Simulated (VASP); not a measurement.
Sc2GaN3:

```
Sc Ga N
1.0
     4.25947    0.00000    0.00000
    -2.12974    3.68881    0.00000
     0.00000    0.00000    5.55966
Sc Ga N
2 1 3
Direct
  0.33333 0.66667 0.58499
  0.66667 0.33333 0.58499
  0.00000 0.00000 0.60652
  0.50000 0.00000 0.88385
  0.00000 0.50000 0.88385
  0.50000 0.50000 0.88385
```

* Program: VASP 6.6.1
* Task: relaxation of cell and atoms
* Functional: PBE
* Potentials or basis: VASP PAW PBE potentials, release 64 (Sc_sv, Ga_d, N)
* Cutoff: 600 eV
* k mesh: 6 × 6 × 4
* Occupations: gaussian, width 0.1 eV
* Spin: no spin polarisation

At the start: pressure 31.2 GPa; volume 14.56 Å³/atom.

How do energy, volume and symmetry change on relaxing?

Over 41 steps the energy falls by 2390.0 meV/atom and the volume is 12.91 Å³/atom (-11.3 %); space group P6/mmm (No. 191, to 0.05 Å).

The path:
| step | energy change (eV) | largest force (eV/Å) | pressure (GPa) | volume (Å³) |
| --- | --- | --- | --- | --- |
| 1 | 0.0000 | 2.7756 | 31.16 | 87.36 |
| 3 | -2.7797 | 1.5471 | -3.30 | 110.57 |
| 5 | -9.4121 | 4.0613 | 8.73 | 101.30 |
| 7 | -9.7861 | 4.5946 | 6.01 | 99.54 |
| 9 | -9.9259 | 3.9999 | 0.66 | 101.10 |
| 11 | -10.8373 | 2.6654 | -3.64 | 100.16 |
| 13 | -11.6477 | 0.6766 | -19.83 | 94.61 |
| 15 | -12.5408 | 0.9397 | -14.54 | 91.65 |
| 17 | -13.4630 | 0.7954 | -3.68 | 79.61 |
| 19 | -13.6858 | 0.7894 | -0.38 | 78.19 |
| 21 | -13.8556 | 0.7643 | 3.08 | 77.30 |
| 23 | -13.8996 | 0.7013 | -1.89 | 80.09 |
| 25 | -14.0194 | 0.6787 | -2.04 | 79.90 |
| 27 | -14.2927 | 0.5787 | -2.20 | 79.04 |
| 29 | -14.3320 | 0.1719 | 0.50 | 77.26 |
| 31 | -14.3350 | 0.1068 | -0.53 | 77.73 |
| 33 | -14.3363 | 0.0905 | 0.09 | 77.40 |
| 35 | -14.3384 | 0.0598 | 0.45 | 77.23 |
| 37 | -14.3387 | 0.0554 | 0.53 | 77.15 |
| 39 | -14.3397 | 0.0466 | -0.12 | 77.48 |
| 41 | -14.3400 | 0.0174 | -0.11 | 77.49 |

Final structure:
```xyz
6
Lattice="5.4210 0.0000 0.0000 -2.7105 4.6947 0.0000 0.0000 0.0000 3.0447" Properties=species:S:1:pos:R:3 pbc="T T T"
Sc    0.0000    3.1298    1.2299
Sc    2.7105    1.5649    1.2299
Ga    0.0000    0.0000    2.7624
N     2.7105    0.0000    2.7533
N    -1.3552    2.3474    2.7533
N     1.3552    2.3474    2.7533
```
